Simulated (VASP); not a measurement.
A run of VASP 6.6.1:

INCAR

```
SYSTEM = CuNi2
PREC = Accurate
ENCUT = 600
EDIFF = 1E-6
ISMEAR = 0
SIGMA = 0.1
LREAL = .False.
LASPH = .True.
NELM = 150
ALGO = Fast
ISIF = 3
LWAVE = .False.
LCHARG = .False.
ISPIN = 2
MAGMOM = 0.11 0.5 0.5
LORBIT = 11
LMAXMIX = 4
GGA = PE
IBRION = 2
NSW = 90
EDIFFG = -0.04
```

The input KPOINTS:

```
Automatic mesh
0
Gamma
  6 6 6
  0 0 0
```

File POSCAR:

```
CuNi2
1.0
    0.0000000000      2.5080714417      2.5080714417
    2.5080714417      0.0000000000      2.5080714417
    2.5080714417      2.5080714417      0.0000000000
Cu Ni
1 2
Direct
    0.0000000000      0.0000000000      0.0000000000
    0.2500000000      0.2500000000      0.2500000000
    0.7500000000      0.7500000000      0.7500000000
```

Potentials or basis: VASP PAW PBE potentials, release 64 (Cu, Ni).

The run is started by

```console
$ cat potpaw_PBE.64/Cu/POTCAR potpaw_PBE.64/Ni/POTCAR > POTCAR
$ mpirun -np 1 vasp_std > vasp.out
```

Hardware: 1 thread of Intel Xeon 6975P-C, with other jobs on the host.

Question: How long does it take, and how much memory?

Answer: Wall time 110 s on 1 thread of Intel Xeon 6975P-C, on a shared host, peak memory 0.19 GiB. Counts: scf iterations 56, k points 16, ion steps 4.
